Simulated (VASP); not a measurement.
Runs of VASP 6.6.1 on SnO2 (Cassiterite). The structure is that of space group P4_2/mnm (No. 136), or close to it. The cells are those of the table. 

```tsv
task	level	potentials or basis	cell	k mesh	cutoff (eV)	gap on the mesh (eV)	pressure (GPa)	largest force (eV/Å)
single point	PBEsol	VASP PAW PBE potentials, release 64 (Sn_d, O)	a = 4.768, b = 4.768, c = 3.211 Å, 6 atoms	6 × 6 × 8	520	0.92	0.7	0.02
single point	r2SCAN	VASP PAW PBE potentials, release 64 (Sn_d, O)	a = 4.759, b = 4.759, c = 3.200 Å, 6 atoms	6 × 6 × 8	520	(a)	1.3	0.03
single point	r2SCAN	VASP PAW PBE potentials, release 64 (Sn_d, O)	a = 4.661, b = 4.661, c = 3.135 Å, 6 atoms	6 × 6 × 10	520	2.55	(b)	0.03
single point	r2SCAN	VASP PAW PBE potentials, release 64 (Sn_d, O)	a = 4.694, b = 4.694, c = 3.157 Å, 6 atoms	6 × 6 × 10	520	2.29	11.0	0.03
relaxation of cell and atoms	LDA	VASP PAW LDA potentials, release 64 (Sn_d, O)	relaxed from a = 4.738, b = 4.738, c = 3.187 Å, 6 atoms	6 × 6 × 8	600	1.15	0.0	0.01
```

Alike in all rows: no spin polarisation; smearing fermi-dirac 0.02 eV.

Task: Fill in the values left out.

Result: (a) 1.80; (b) 16.8.

Caveats: spin-orbit coupling is left out, which moves the levels of the heavy elements; the PAW data sets were made with another functional, which shifts forces and pressure a little (some runs).

A k mesh can miss the band edges, and the runs leave out spin-orbit coupling on Sn.
